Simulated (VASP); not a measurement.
The system is KTaO3.

```xyz
5
Lattice="2.6996 1.5586 3.1083 -2.6996 1.5586 3.1083 0.0000 -3.1172 3.1083" Properties=species:S:1:pos:R:3 pbc="T T T"
K     0.0000    0.0000    0.0000
Ta    0.0000    0.0000    4.6625
O     0.0000    1.5586    3.1083
O    -1.3498   -0.7793    3.1083
O     1.3498   -0.7793    3.1083
```

The cell was generated, and may not be a known phase.

```yaml
Program: VASP 6.6.1
Task: relaxation of cell and atoms
Functional: PBE
Potentials_or_basis: VASP PAW PBE potentials, release 64 (K_sv, Ta_pv, O)
Cutoff: 600 eV
k_mesh: 6 × 6 × 6
Occupations: gaussian, width 0.1 eV
Spin: no spin polarisation
```

At the start: pressure -21.2 GPa; volume 15.69 Å³/atom.

Question: Where does the relaxation end?

Answer: Over 8 steps the energy falls by 871.1 meV/atom and the volume is 13.09 Å³/atom (-16.6 %); space group R-3m (No. 166, to 0.1 Å) before, Pm-3m (No. 221, to 0.1 Å).

The path:
```csv
step,energy change (eV),largest force (eV/Å),pressure (GPa),volume (Å³)
1,0.0000,0.0000,-21.21,78.47
2,-3.0922,0.0000,46.39,55.21
3,-3.8545,0.0000,14.83,61.01
4,-4.3170,0.0000,-5.12,67.28
5,-4.3496,0.0000,-1.60,65.92
6,-4.3495,0.0000,-1.87,66.01
7,-4.3542,0.0000,0.52,65.17
8,-4.3555,0.0000,-0.25,65.44
```

Final structure:
```
K Ta O
1.0
     2.85023    1.64558    2.32539
    -2.85023    1.64558    2.32539
     0.00000   -3.29116    2.32539
K Ta O
1 1 3
Direct
  0.00000 0.00000 0.00000
  0.50000 0.50000 0.50000
  0.50000 0.50000 0.00000
  0.00000 0.50000 0.50000
  0.50000 0.00000 0.50000
```

Caveat: the volume moved by over 15 % at a fixed basis, so the end points are rough.
